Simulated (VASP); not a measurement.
A run of VASP 6.6.1:

INCAR

```
PREC = Accurate
ENCUT = 520
EDIFF = 1E-8
ISMEAR = -1
SIGMA = 0.02
LREAL = F
LASPH = T
NELM = 100
ALGO = Normal
ISIF = 2
LWAVE = F
LCHARG = F
GGA = CA
LEFG = T
NBANDS = 20
```

KPOINTS

```
Automatic mesh
0
Gamma
  8 8 8
```

The input POSCAR:

```
CdF2
1.0
    0.0000000000      2.6940000000      2.6940000000
    2.6940000000      0.0000000000      2.6940000000
    2.6940000000      2.6940000000      0.0000000000
Cd F
1 2
Direct
    0.0000000000      0.0000000000      0.0000000000
    0.2500000000      0.2500000000      0.2500000000
    0.7500000000      0.7500000000      0.7500000000
```

Potentials or basis: VASP PAW LDA potentials, release 64 (Cd, F).

Command:

```console
$ cat potpaw_LDA.64/Cd/POTCAR potpaw_LDA.64/F/POTCAR > POTCAR
$ mpirun -np 1 vasp_std > vasp.out
```

Hardware: 1 thread of AMD EPYC 7R13, with other jobs on the host.

Estimate the wall time of this run.

Run time: 35 s on 1 thread of AMD EPYC 7R13, with other jobs on the host, peak memory 0.12 GiB. Counts: scf iterations 14, k points 29.
